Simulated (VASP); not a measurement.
# AlGa3Sb2: single point with PBE

The system is AlGa3Sb2.

```
Al Ga Sb
1.0
     5.55047    0.00000    0.00000
    -2.77523    4.80685    0.00000
     0.00000    0.00000    7.89404
Al Ga Sb
1 3 2
Direct
  0.00000 0.00000 0.50000
  0.50000 0.00000 0.50000
  0.00000 0.50000 0.50000
  0.50000 0.50000 0.50000
  0.00000 0.00000 0.83310
  0.00000 0.00000 0.16690
```

| Quantity | Value |
| --- | --- |
| Program | VASP 6.6.1 |
| Task | single point |
| Functional | PBE |
| Potentials or basis | VASP PAW PBE potentials, release 64 (Al, Ga_d, Sb) |
| Cutoff | 520 eV |
| k mesh | 6 × 6 × 2 |
| Occupations | gaussian, width 0.1 eV |
| Spin | no spin polarisation |

```
Pressure               : 0.0 GPa
Largest force          : 0.007 eV/Å
Band gap on the k mesh : zero (band 26 reaches 3.22 eV, above the bottom of band 27 at 1.20 eV)
```

Forces in eV/Å, atoms in the order of the input:
```
Al   0.000  0.000  0.000
Ga   0.000  0.000  0.000
Ga   0.000  0.000  0.000
Ga   0.000  0.000  0.000
Sb   0.000  0.000  0.007
Sb   0.000  0.000 -0.007
```

Levels at points of the mesh, in eV from the Fermi level:
| k point | band 24 | band 25 | band 26 | band 27 | band 28 | band 29 |
| --- | --- | --- | --- | --- | --- | --- |
| (0.00, 0.00, 0.00) | -2.70 | -0.94 | -0.53 | -0.53 | 0.25 | 0.25 |
| (0.50, 0.00, 0.00) | -1.02 | -0.97 | -0.24 | 0.23 | 1.67 | 1.75 |
| (0.00, 0.00, 0.50) | -2.70 | -1.93 | -1.34 | -1.34 | 0.07 | 1.48 |
| (0.50, 0.00, 0.50) | -1.62 | 0.20 | 0.68 | 0.93 | 1.26 | 1.52 |

Run time: 98 s on 1 thread of Intel(R) Xeon(R) Platinum 8259CL CPU @ 2.50GHz (Skylake/Cascade Lake), with other jobs on the host, peak memory 0.36 GiB.

Caveat: the k points lie up to 0.40 Å⁻¹ apart; spin-orbit coupling is left out, which moves the levels of the heavy elements.
